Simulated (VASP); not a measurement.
Write the native input for VASP 6.6.1 that does the following.

```
Task                   : single point
Functional             : r2SCAN
Potentials or basis    : VASP PAW PBE potentials, release 64 (Ga_d, P)
Cutoff                 : 520 eV
k mesh                 : 8 × 8 × 8
Occupations            : gaussian, width 0.01 eV
Spin                   : no spin polarisation
Dipole correction      : no
Further INCAR settings : ALGO = Normal; EDIFF = 1e-07; NBANDS = 16
```

The system is GaP.

```
Ga P
1.0
     0.00000    2.72540    2.72540
     2.83878    0.00000    2.72540
     2.83878    2.72540    0.00000
Ga P
1 1
Direct
  0.00000 0.00000 0.00000
  0.25000 0.25000 0.25000
```

This cell differs from its parent crystal: uniaxial x strain +4.2%.

The input as run:

POSCAR

```
GaP
1.0
    0.0000000000      2.7253992947      2.7253992947
    2.8387759053      0.0000000000      2.7253992947
    2.8387759053      2.7253992947      0.0000000000
Ga P
1 1
Direct
    0.0000000000      0.0000000000      0.0000000000
    0.2500000000      0.2500000000      0.2500000000
```

INCAR.step1

```
PREC = Accurate ; ENCUT = 520
ISMEAR = 0 ; SIGMA = 0.01
LREAL = F ; LASPH = T
NELM = 100 ; NBANDS = 16
GGA = PE ; ALGO = Normal
EDIFF = 1E-4 ; LWAVE = T
LCHARG = F
```

INCAR.step2

```
PREC = Accurate ; ENCUT = 520
EDIFF = 1E-7 ; ISMEAR = 0
SIGMA = 0.01 ; LREAL = F
LASPH = T ; NELM = 100
ALGO = Normal ; ISIF = 2
LWAVE = F ; LCHARG = T
METAGGA = R2SCAN ; LMIXTAU = T
LELF = T ; LVHAR = T
NBANDS = 16 ; ISTART = 1
```

KPOINTS

```
regular mesh
0
Gamma
  8 8 8
```

Potentials or basis: VASP PAW PBE potentials, release 64 (Ga_d, P).

Command:

```console
$ cat potpaw_PBE.64/Ga_d/POTCAR potpaw_PBE.64/P/POTCAR > POTCAR
$ cp INCAR.step1 INCAR
$ mpirun -np 1 vasp_std > vasp.out
$ cp INCAR.step2 INCAR
$ mpirun -np 1 vasp_std > vasp.out
```

Results of the run:

```
Pressure               : -3.3 GPa
Band gap on the k mesh : 1.75 eV, indirect (least direct gap 1.89 eV)
```

Caveat: the cell differs from its parent crystal (uniaxial x strain +4.2%); the PAW data sets were made with another functional, which shifts forces and pressure a little.

It took 4.2 min on 1 thread of AMD EPYC 7R13 Processor (Zen 3) (shared host), peak memory 0.16 GiB.
